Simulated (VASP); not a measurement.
Set up this calculation in VASP 6.6.1, as the native input.

* Task: single point
* Functional: PBE
* Dispersion: D3(BJ)
* Potentials or basis: VASP PAW PBE potentials, release 64 (Sn_d, Se)
* Cutoff: 500 eV
* k mesh: 12 × 12 × 6
* Occupations: gaussian, width 0.03 eV
* Spin: no spin polarisation
* Dipole correction: no
* Further INCAR settings: ALGO = Normal; EDIFF = 1e-06; NBANDS = 20

The structure of SnSe2 lies in POSCAR:

```
SnSe2
1.0
    4.0320000000      0.0000000000      0.0000000000
   -2.0160000000      3.4918144280      0.0000000000
    0.0000000000      0.0000000000      7.3081000000
Sn Se
1 2
Direct
    0.0000000000      0.0000000000      0.0000000000
    0.3333333333      0.6666666667      0.2651331237
    0.6666666667      0.3333333333      0.7348668763
```

One way to write it, as run:

INCAR

```
SYSTEM = SnSe2
ALGO = Normal ; EDIFF = 1E-6
ENCUT = 500 ; GGA = PE
GGA_COMPAT = .False. ; ISIF = 2
ISMEAR = 0 ; IVDW = 12
LASPH = .True. ; LCHARG = .False.
LREAL = .False. ; LWAVE = .False.
NBANDS = 20 ; NELM = 120
PREC = Accurate ; SIGMA = 0.03
```

KPOINTS

```
k-points
0
Gamma
  12 12 6
  0 0 0
```

Potentials or basis: VASP PAW PBE potentials, release 64 (Sn_d, Se).

Command:

```sh
$ cat potpaw_PBE.64/Sn_d/POTCAR potpaw_PBE.64/Se/POTCAR > POTCAR
$ mpirun -np 1 vasp_std > vasp.out
```

Results of the run:

```
Pressure                   : -9.2 GPa
Largest force              : 1.965 eV/Å
Band gap on the k mesh     : zero (band 13 reaches 1.83 eV, above the bottom of band 14 at 1.44 eV)
Dispersion energy per atom : -0.268 eV
```

Caveat: spin-orbit coupling is left out, which moves the levels of the heavy elements; forces of over 1 eV/Å act on the atoms, so gaps and moduli don't describe the material at rest.

Run time: 2.9 min on 1 thread of Intel(R) Xeon(R) Platinum 8488C (Sapphire Rapids), on a shared host, peak memory 0.34 GiB.
